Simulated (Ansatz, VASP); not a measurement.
One calculation of AlN, two programs

File INCAR:

```
SYSTEM = AlN
PREC     = Accurate       ! precision mode
ENCUT    = 520            ! plane-wave cutoff, eV
EDIFF    = 1E-7           ! SCF threshold, eV
ISMEAR   = 0              ! smearing method
SIGMA    = 0.05           ! smearing width, eV
LREAL    = .False.        ! projectors in reciprocal space
LASPH    = .True.         ! aspherical terms in the spheres
NELM     = 60             ! most SCF steps
ALGO     = Normal         ! electronic algorithm
ISIF     = 2              ! what is computed and relaxed
LWAVE    = .False.        ! write WAVECAR
LCHARG   = .False.        ! write CHGCAR
GGA      = CA             ! functional
IBRION   = 2              ! ionic algorithm
NSW      = 50             ! ionic steps
EDIFFG   = -0.01          ! ionic threshold
```

File KPOINTS:

```
regular mesh
0
Gamma
  9 9 6
  0 0 0
```

The input POSCAR:

```
AlN
1.0
    3.1813000000      0.0000000000      0.0000000000
   -1.5906500000      2.7550866171      0.0000000000
    0.0000000000      0.0000000000      4.7458000000
Al N
2 2
Direct
    0.3333333333      0.6666666667      0.0015210172
    0.6666666667      0.3333333333      0.5015210172
    0.3333333333      0.6666666667      0.3834789828
    0.6666666667      0.3333333333      0.8834789828
```

Input for Ansatz:

```yaml
crystal:
  lattice:
    - [3.1813, 0.0, 0.0]
    - [-1.59065, 2.7550866171, 0.0]
    - [0.0, 0.0, 4.7458]
  atoms:
    - { symbol: Al, position: [0.3333333333, 0.6666666667, 0.0015210172] }
    - { symbol: Al, position: [0.6666666667, 0.3333333333, 0.5015210172] }
    - { symbol: "N", position: [0.3333333333, 0.6666666667, 0.3834789828] }
    - { symbol: "N", position: [0.6666666667, 0.3333333333, 0.8834789828] }
basis:
  ecutwfc: 520.0
kpoints:
  mp_grid: { grid: [9, 9, 6] }
hamiltonian:
  xc: lda
  pseudopotentials: { kind: paw, azcp: { folder: soft_1 } }
scf:
  occupations: { method: gaussian, width: 0.05 }
output:
  forces: true
  stress: true
  eigenvalues: true
relax:
  adjacent_minimum: "off"
  f_tol: 0.01
  max_steps: 30
```

Alike in both runs: task relaxation of the atoms; functional LDA; k mesh 9 × 9 × 6; occupations gaussian, width 0.05 eV; no spin polarisation.

|  | VASP | Ansatz |
| --- | --- | --- |
| version | VASP 6.6.1 | Ansatz 0.2.0 |
| potentials or method | VASP PAW LDA potentials, release 64 (Al, N), cutoff 520 eV | scalar-relativistic, plane waves, PAW |
| valence electrons in the cell | 16 | 16 |

```tsv
	VASP	Ansatz	Ansatz less VASP
gap on the k mesh at the Fermi level, each at its own relaxed structure (eV)	3.82	3.82	-0.003
```

Ansatz warns that its potentials were made for another functional, while VASP's fit it. LDA's correlation is that of Perdew and Zunger in VASP and of Perdew and Wang (1992) in Ansatz. Ansatz's warnings: stress scf threshold loose.
